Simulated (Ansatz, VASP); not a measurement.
# Two plane-wave programs on Ta2H

```xyz
3
Lattice="3.4249 0.0000 0.0000 0.0000 3.4249 0.0000 0.0000 0.0000 3.6677" Properties=species:S:1:pos:R:3 pbc="T T T"
Ta    1.7124    0.0000    2.9166
Ta    0.0000    1.7124    0.7512
H     0.0000    0.0000    0.0000
```

Alike in both runs: task single point; functional PBEsol; k mesh 12 × 12 × 12; occupations gaussian, width 0.1 eV; no spin polarisation.

|  | VASP | Ansatz |
| --- | --- | --- |
| version | VASP 6.6.1 | Ansatz 0.2.0 |
| potentials or method | VASP PAW PBE potentials, release 64 (Ta_pv, H), cutoff 520 eV | scalar-relativistic, plane waves, PAW |
| valence electrons in the cell | 23 | 27 |

```csv
,VASP,Ansatz,Ansatz less VASP
gap on the k mesh at the Fermi level (eV),none,none,-
pressure (GPa),-12.0,-12.1,-0.12
"traceless stress, the component that is largest in VASP (GPa)",-11.80,-11.76,+0.037
rms of the force components (eV/Å),1.117,1.114,-0.0021
```

VASP's potentials were made for PBE, not for PBEsol. Atom by atom the forces differ by 0.002 eV/Å (rms over components). A gap of «none» marks a metal or a gap that the smearing closes. VASP's potentials hold 23 valence electrons a cell and Ansatz's 27, so a difference there can come from the potentials and not from the codes.

Neither program's run includes spin-orbit coupling.
